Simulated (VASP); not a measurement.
# TiSi16 (a cell with a defect) in VASP: single point with PBE+D3(BJ)

Aim: the single point of TiSi16 (a cell with a defect) with PBE+D3(BJ).

Everything below comes from runs of VASP 6.6.1. Logs are shortened: lines on timing, memory, paths and dates and some standing lists are left out, and cuts for length are marked.

### Step 1. The cell of the first run

The cell holds a defect, 17 atoms: a = 7.679 Å, b = 7.679 Å, c = 7.679 Å, α = 60.00°, β = 60.00°, γ = 60.00°.

### Step 2. Single point, PBE+D3(BJ)

Contents of INCAR:

```
SYSTEM = TiSi16
  ALGO = Normal
  EDIFF = 1E-7
  ENCUT = 520
  GGA = PE
  ISIF = 2
  ISMEAR = -1
  IVDW = 12
  LASPH = .True.
  LCHARG = .False.
  LREAL = Auto
  LWAVE = .False.
  NBANDS = 52
  NELM = 60
  PREC = Accurate
  SIGMA = 0.02
```

Contents of KPOINTS:

```
k-points
0
Gamma
  2 2 2
  0 0 0
```

Contents of POSCAR:

```
TiSi16
1.0
    0.0000000000      5.4300000000      5.4300000000
    5.4300000000      0.0000000000      5.4300000000
    5.4300000000      5.4300000000      0.0000000000
Si Ti
16 1
Direct
    0.0511976980     -0.0173647330     -0.0169376611
    0.1365571823      0.1254794659      0.1260538674
   -0.0122895948      0.0134137201      0.4995568140
    0.1370352670      0.1253665746      0.6117682320
   -0.0115279926      0.4990314917      0.0133408840
    0.1374835175      0.6112391344      0.1256973297
   -0.0111386740      0.4988913444      0.4992546961
    0.0741824125      0.6419750460      0.6420501842
    0.5076144567      0.0117726519      0.0120509208
    0.6756183241      0.1076936464      0.1081728361
    0.5081672192      0.0116432781      0.4683381215
    0.6164971455      0.1569166667      0.6133531308
    0.5087900552      0.4680690608      0.0116077348
    0.6173050645      0.6130610497      0.1565686004
    0.4497406998      0.5172060773      0.5167427256
    0.6178080110      0.6128837017      0.6130277164
    0.5628553407      0.8124520258      0.8123560773
```

Potentials or basis: VASP PAW PBE potentials, release 64 (Si, Ti_sv).

The run is started by

```sh
$ cat potpaw_PBE.64/Si/POTCAR potpaw_PBE.64/Ti_sv/POTCAR > POTCAR
$ mpirun -np 1 vasp_std > vasp.out
```

OUTCAR:

```text
SYSTEM = TiSi16
   EDIFF = 1E-7
   ENCUT = 520
   GGA = PE
   ISIF = 2
   ISMEAR = -1
   IVDW = 12
   LASPH = .True.
   LREAL = Auto
   NELM = 60
   PREC = Accurate
 IVDW          = 12

 ion  position               nearest neighbor table
   1  0.051  0.983  0.983-   2 2.34   4 2.34   6 2.34  10 2.35
   2  0.137  0.125  0.126-   9 2.33   1 2.34   5 2.35   3 2.35
   3  0.988  0.013  0.500-  12 2.33   8 2.34   2 2.35   4 2.35
   4  0.137  0.125  0.612-  11 2.33   1 2.34   7 2.35   3 2.35
   5  0.988  0.499  0.013-  14 2.33   8 2.34   2 2.35   6 2.35
   6  0.137  0.611  0.126-  13 2.33   1 2.34   7 2.35   5 2.35
   7  0.989  0.499  0.499-  16 2.33   8 2.34   4 2.35   6 2.35
   8  0.074  0.642  0.642-   7 2.34   5 2.34   3 2.34  15 2.35
   9  0.508  0.012  0.012-  10 2.28   2 2.33  17 2.43  14 2.50  12 2.50
  10  0.676  0.108  0.108-   9 2.28  11 2.28  13 2.28   1 2.35
  11  0.508  0.012  0.468-  10 2.28   4 2.33  17 2.43  12 2.50  16 2.51
  12  0.616  0.157  0.613-  15 2.28   3 2.33  17 2.43  11 2.50   9 2.50
  13  0.509  0.468  0.012-  10 2.28   6 2.33  17 2.43  14 2.50  16 2.50
  14  0.617  0.613  0.157-  15 2.28   5 2.33  17 2.43  13 2.50   9 2.50
  15  0.450  0.517  0.517-  16 2.28  12 2.28  14 2.28   8 2.35
  16  0.618  0.613  0.613-  15 2.28   7 2.33  17 2.43  13 2.50  11 2.51
  17  0.563  0.812  0.812-  12 2.43  11 2.43   9 2.43  16 2.43  13 2.43  14 2.43

  LATTYP: Found a face centered cubic cell.
 ALAT       =    10.8600000000

  Lattice vectors:

 A1 = (   0.0000000000,   5.4300000000,   5.4300000000)
 A2 = (   5.4300000000,   0.0000000000,   5.4300000000)
 A3 = (   5.4300000000,   5.4300000000,   0.0000000000)

Analysis of symmetry for initial positions (statically):
=====================================================================
 Subroutine PRICEL returns:
 Original cell was already a primitive cell.

 Routine SETGRP: Setting up the symmetry group for a
 face centered cubic supercell.

 Subroutine GETGRP returns: Found  1 space group operations
 (whereof  1 operations were pure point group operations)
 out of a pool of 48 trial point group operations.

The static configuration has the point symmetry C_1 .

Analysis of symmetry for dynamics (positions and initial velocities):
=====================================================================
 Subroutine PRICEL returns:
 Original cell was already a primitive cell.

 Routine SETGRP: Setting up the symmetry group for a
 face centered cubic supercell.

 Subroutine GETGRP returns: Found  1 space group operations
 (whereof  1 operations were pure point group operations)
 out of a pool of 48 trial point group operations.

The dynamic configuration has the point symmetry C_1 .

 Subroutine INISYM returns: Found  1 space group operations
 (whereof  1 operations are pure point group operations),
 and found     1 'primitive' translations

----------------------------------------------------------------------------------------

                                     Primitive cell

  volume of cell :     320.2060

  direct lattice vectors                    reciprocal lattice vectors
     0.000000000  5.430000000  5.430000000    -0.092081031  0.092081031  0.092081031
     5.430000000  0.000000000  5.430000000     0.092081031 -0.092081031  0.092081031
     5.430000000  5.430000000  0.000000000     0.092081031  0.092081031 -0.092081031

  length of vectors
     7.679179644  7.679179644  7.679179644     0.159489025  0.159489025  0.159489025

  position of ions in fractional coordinates (direct lattice)
     0.051197698  0.982635267  0.983062339
     0.136557182  0.125479466  0.126053867
     0.987710405  0.013413720  0.499556814
     0.137035267  0.125366575  0.611768232
     0.988472007  0.499031492  0.013340884
     0.137483518  0.611239134  0.125697330
[... 9 lines left out ...]
     0.617808011  0.612883702  0.613027716
     0.562855341  0.812452026  0.812356077

  ion indices of the primitive-cell ions
   primitive index   ion index
                 1           1
                 2           2
                 3           3
                 4           4
                 5           5
                 6           6
[... 9 lines left out ...]
                16          16
                17          17

----------------------------------------------------------------------------------------

 KPOINTS: k-points

Automatic generation of k-mesh.
 Grid dimensions read from file:
 generate k-points for:    2    2    2

 Generating k-lattice:

  Cartesian coordinates                     Fractional coordinates (reciprocal lattice)
    -0.046040516  0.046040516  0.046040516     0.500000000  0.000000000  0.000000000
     0.046040516 -0.046040516  0.046040516     0.000000000  0.500000000  0.000000000
     0.046040516  0.046040516 -0.046040516     0.000000000  0.000000000  0.500000000

  Length of vectors
     0.079744512  0.079744512  0.079744512

  Shift w.r.t. Gamma in fractional coordinates (k-lattice)
     0.000000000  0.000000000  0.000000000

 Subroutine IBZKPT returns following result:
 ===========================================

 Found      8 irreducible k-points:

 Following reciprocal coordinates:
            Coordinates               Weight
  0.000000  0.000000  0.000000      1.000000
  0.500000  0.000000  0.000000      1.000000
  0.000000  0.500000  0.000000      1.000000
  0.000000  0.000000  0.500000      1.000000
  0.500000  0.500000  0.500000      1.000000
  0.500000  0.500000  0.000000      1.000000
  0.000000  0.500000  0.500000      1.000000
  0.500000  0.000000  0.500000      1.000000
   k-points           NKPTS =      8   k-points in BZ     NKDIM =      8   number of bands    NBANDS=     52
   number of dos      NEDOS =    301   number of ions     NIONS =     17
   total plane-waves  NPLWV = 216000
   dimension x,y,z NGX =    60 NGY =   60 NGZ =   60
   dimension x,y,z NGXF=   120 NGYF=  120 NGZF=  120
   ions per type =              16   1
   NGX,Y,Z   is equivalent  to a cutoff of  12.99, 12.99, 12.99 a.u.
   NGXF,Y,Z  is equivalent  to a cutoff of  25.98, 25.98, 25.98 a.u.
 SYSTEM =  TiSi16
   PREC   = accura    normal or accurate (medium, high low for compatibility)
   ISTART =      0    job   : 0-new  1-cont  2-samecut
   ICHARG =      2    charge: 1-file 2-atom 10-const
   ISPIN  =      1    spin polarized calculation?
   LNONCOLLINEAR =      F non collinear calculations
   LSORBIT =      F    spin-orbit coupling
   LASPH  =      T    aspherical Exc in radial PAW
   ENCUT  =  520.0 eV  38.22 Ry    6.18 a.u.  14.28 14.28 14.28*2*pi/ulx,y,z
   NELM   =     60;   NELMIN=  2; NELMDL= -5     # of ELM steps
   EDIFF  = 0.1E-06   stopping-criterion for ELM
   LREAL  =      T    real-space projection
   EDIFFG = 0.1E-05   stopping-criterion for IOM
   NSW    =      0    number of steps for IOM
   IBRION =     -1    ionic relax: 0-MD 1-quasi-New 2-CG
   NFREE  =      0    steps in history (QN), initial steepest desc. (CG)
   ISIF   =      2    stress and relaxation
   ISYM   =      2    0-nonsym 1-usesym 2-fastsym
   POTIM  = 0.5000    time-step for ionic-motion
   TEBEG  =    0.0;   TEEND  =   0.0 temperature during run
   PSTRESS=    0.0 pullay stress
   NELECT =      76.0000    total number of electrons
   NUPDOWN=      -1.0000    fix difference up-down
   EMIN   =  10.00;   EMAX   =-10.00  energy-range for DOS
   EFERMI =   0.00;   METHOD = LEGACY
   ISMEAR =    -1;   SIGMA  =   0.02  broadening in eV -4-tet -1-fermi 0-gaus
   EFERMI_NEDOS =   21; number of points for ismear=-14 and -15
   IALGO  =     38    algorithm
   IMIX   =      4    mixing-type and parameters
     AMIX     =   0.40;   BMIX     =  1.00
     AMIX_MAG =   1.60;   BMIX_MAG =  1.00
  volume/ion in A,a.u.               =      18.84       127.11
  Fermi-wavevector in a.u.,A,eV,Ry     =   1.013607  1.915439 13.978610  1.027399
  Thomas-Fermi vector in A             =   2.146786
   LORBIT       =      0    0 simple, 1 ext, 2 COOP (PROOUT), +10 PAW based schemes
   GGA     = PE    functional components
   LHFCALC =     F    Hartree Fock is set to
   AEXX    =    0.0000 exact exchange contribution
   IVDW    =    12    specifies the selected vdW correction
   LEPSILON=     F    determine dielectric tensor
   LRPA    =     F    only Hartree local field effects (RPA)
 non-spin polarized calculation
  energy-cutoff  :      520.00
  volume of cell :      320.21
 maximum number of plane-waves:      8646
 NGX is ok and might be reduce to    60
   NGX = 29   NGY = 29   NGZ = 29

 number of electron      76.0000002 magnetization

 Free energy of the ion-electron system (eV)
  ---------------------------------------------------
  ext. energy  EPLUGINS =         0.00000000
  ---------------------------------------------------
  free energy    TOTEN  =       -90.50461649 eV

  energy without entropy =      -90.48383847  energy(sigma->0) =      -90.49422748

 E-fermi :   6.8947     XC(G=0):  -9.7543

 val. band max:        6.8509400258   @ k =   0.0000   0.0000   0.0000
 cond. band min:       6.8997951963   @ k =   0.5000   0.5000   0.0000
 fundamental gap:      0.0488551705
 Fermi energy:         6.8946516446

 k-point     1 :       0.0000    0.0000    0.0000
  band No.  band energies     occupation
      1     -49.9375      2.00000
      2     -26.4103      2.00000
      3     -26.2547      2.00000
      4     -26.2520      2.00000
      5      -5.6565      2.00000
      6      -3.4484      2.00000
[... 42 lines left out ...]
     49       8.5053      0.00000
     50       8.9223      0.00000

 k-point     2 :       0.5000    0.0000    0.0000
  band No.  band energies     occupation
      1     -49.9375      2.00000
      2     -26.4103      2.00000
      3     -26.2547      2.00000
      4     -26.2520      2.00000
      5      -4.8778      2.00000
      6      -4.8232      2.00000
[... 310 lines left out ...]
 k-point     8 :       0.5000    0.0000    0.5000
  band No.  band energies     occupation
      1     -49.9375      2.00000
      2     -26.4103      2.00000
      3     -26.2547      2.00000
      4     -26.2520      2.00000
      5      -4.5752      2.00000
      6      -4.5488      2.00000
[... 42 lines left out ...]
     49       9.9707      0.00000
     50      10.4832      0.00000
 [bands above 50 left out]

------------------------ aborting loop because EDIFF is reached ----------------------------------------

 Edisp (eV)   -5.83673

 E8    (eV) :    -2.4409

  FORCE on cell =-STRESS in cart. coord.  units (eV):
  Direction    XX          YY          ZZ          XY          YZ          ZX
  --------------------------------------------------------------------------------------
  -------------------------------------------------------------------------------------
  Total       5.49274     5.50817     5.52966     1.94023    -1.88719     1.91432
  in kB      27.48338    27.56059    27.66813     9.70808    -9.44272     9.57847
  external pressure =       27.57 kB  Pullay stress =        0.00 kB

 VOLUME and BASIS-vectors are now :
 -----------------------------------------------------------------------------
  energy-cutoff  :      520.00
  volume of cell :      320.21
      direct lattice vectors                 reciprocal lattice vectors
     0.000000000  5.430000000  5.430000000    -0.092081031  0.092081031  0.092081031
     5.430000000  0.000000000  5.430000000     0.092081031 -0.092081031  0.092081031
     5.430000000  5.430000000  0.000000000     0.092081031  0.092081031 -0.092081031

 POSITION                                       TOTAL-FORCE (eV/Angst)
 -----------------------------------------------------------------------------------
     10.67374      5.61603      5.61371        -0.018497      0.019119      0.016866
      1.36583      1.42598      1.42286         0.012219     -0.001589      0.003118
      2.78543      8.07586      5.43610         0.001137     -0.001780      0.010924
      4.00264      4.06600      1.42484         0.000046     -0.011190      0.002627
      2.78218      5.43984      8.07714         0.003338      0.012729     -0.000296
      4.00157      1.42907      4.06556        -0.004489      0.003049     -0.012612
[... 9 lines left out ...]
      6.65670      6.68344      6.68266        -0.006386      0.002650      0.004958
      8.82271      7.46740      7.46792        -0.000520      0.002188     -0.008910
 -----------------------------------------------------------------------------------
    total drift:                                0.001323     -0.005358     -0.003235

  FREE ENERGIE OF THE ION-ELECTRON SYSTEM (eV)
  ---------------------------------------------------
  free  energy   TOTEN  =       -96.3413474489 eV

  energy  without entropy=      -96.3205694351  energy(sigma->0) =      -96.33095844
```

Wall time 8.4 min (1 thread of Intel Xeon 8259CL, shared host); peak memory 0.49 GiB.

Results:

| Property | Result |
| --- | --- |
| Free energy | -96.3413 eV |
| Pressure | 2.8 GPa |
| Largest force | 0.031 eV/Å |
| Band gap on the k mesh | zero (bands 38 and 39 overlap by 0.19 eV) |
| Dispersion energy per atom | -0.343 eV |

Forces in eV/Å, atoms in the order of the input:
```
Si  -0.018  0.019  0.017
Si   0.012 -0.002  0.003
Si   0.001 -0.002  0.011
Si   0.000 -0.011  0.003
Si   0.003  0.013  0.000
Si  -0.004  0.003 -0.013
Si  -0.013 -0.002  0.002
Si   0.017 -0.017 -0.018
Si   0.006 -0.003 -0.002
Si   0.007 -0.004  0.004
Si   0.003 -0.006 -0.004
Si  -0.005  0.005  0.006
Si   0.004 -0.005 -0.010
Si  -0.003  0.007  0.006
Si  -0.003 -0.001  0.000
Si  -0.006  0.003  0.005
Ti  -0.001  0.002 -0.009
```

Caveat: the k points lie up to 0.50 Å⁻¹ apart.

The gap in the log of VASP goes by the Fermi energy; the results here count the filled bands.